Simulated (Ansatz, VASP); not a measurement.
**TiGe4Mo in VASP and in Ansatz**

INCAR

```
SYSTEM = TiGe4Mo
  ALGO = Normal
  EDIFF = 1E-7
  EDIFFG = -0.04
  ENCUT = 600
  GGA = PE
  IBRION = 2
  ISIF = 3
  ISMEAR = 0
  LASPH = .True.
  LCHARG = .False.
  LREAL = .False.
  LWAVE = .False.
  NELM = 80
  NSW = 90
  PREC = Accurate
  SIGMA = 0.1
```

The input KPOINTS:

```
k-points
0
Gamma
  4 4 4
  0 0 0
```

POSCAR

```
TiGe4Mo
1.0
    0.0000000000      4.4914265200      4.6325351100
    2.6287964500      0.0000000000      4.6325351100
    2.6287964500      4.4914265200      0.0000000000
Ti Ge Mo
1 4 1
Direct
    0.0000000000      0.0000000000      0.0000000000
    0.6670000000      0.6670000000      0.3330000000
    0.3330000000      0.3330000000      0.6670000000
    0.5830000000      0.5830000000      0.9170000000
    0.9170000000      0.9170000000      0.5830000000
    0.2500000000      0.2500000000      0.2500000000
```

Input for Ansatz:

```yaml
crystal:
  lattice:
    - [0.0, 4.49142652, 4.63253511]
    - [2.62879645, 0.0, 4.63253511]
    - [2.62879645, 4.49142652, 0.0]
  atoms:
    - { symbol: Ti, position: [0.0, 0.0, 0.0] }
    - { symbol: Ge, position: [0.667, 0.667, 0.333] }
    - { symbol: Ge, position: [0.333, 0.333, 0.667] }
    - { symbol: Ge, position: [0.583, 0.583, 0.917] }
    - { symbol: Ge, position: [0.917, 0.917, 0.583] }
    - { symbol: Mo, position: [0.25, 0.25, 0.25] }
basis:
  ecutwfc: 420
kpoints:
  mp_grid: { grid: [4, 4, 4] }
hamiltonian:
  xc: pbe
scf:
  occupations: { method: gaussian, width: 0.1 }
  lower_state_search: "off"
output:
  forces: true
  stress: true
  eigenvalues: true
relax:
  adjacent_minimum: "off"
  f_tol: 0.04
  max_steps: 70
  cell: { stress_tol: 0.4 }
```

Alike in both runs: task relaxation of cell and atoms; functional PBE; k mesh 4 × 4 × 4; occupations gaussian, width 0.1 eV; no spin polarisation.

|  | VASP | Ansatz |
| --- | --- | --- |
| version | VASP 6.6.1 | Ansatz 0.2.0 |
| potentials or method | VASP PAW PBE potentials, release 64 (Ti_sv, Ge_d, Mo_sv), cutoff 600 eV | scalar-relativistic, plane waves, PAW |
| valence electrons in the cell | 82 | 82 |

|  | VASP | Ansatz | Ansatz less VASP |
| --- | --- | --- | --- |
| gap on the k mesh at the Fermi level, each at its own relaxed structure (eV) | none | none | - |
| relaxed volume (Å³/atom) | 15.83 | 15.78 | -0.048 |
| relaxed cell length with the largest relative difference (Å) | 5.005 | 4.991 | -0.0137 |

A gap of «none» marks a metal or a gap that the smearing closes.

The k mesh is coarse, so the values compare programs but aren't converged.
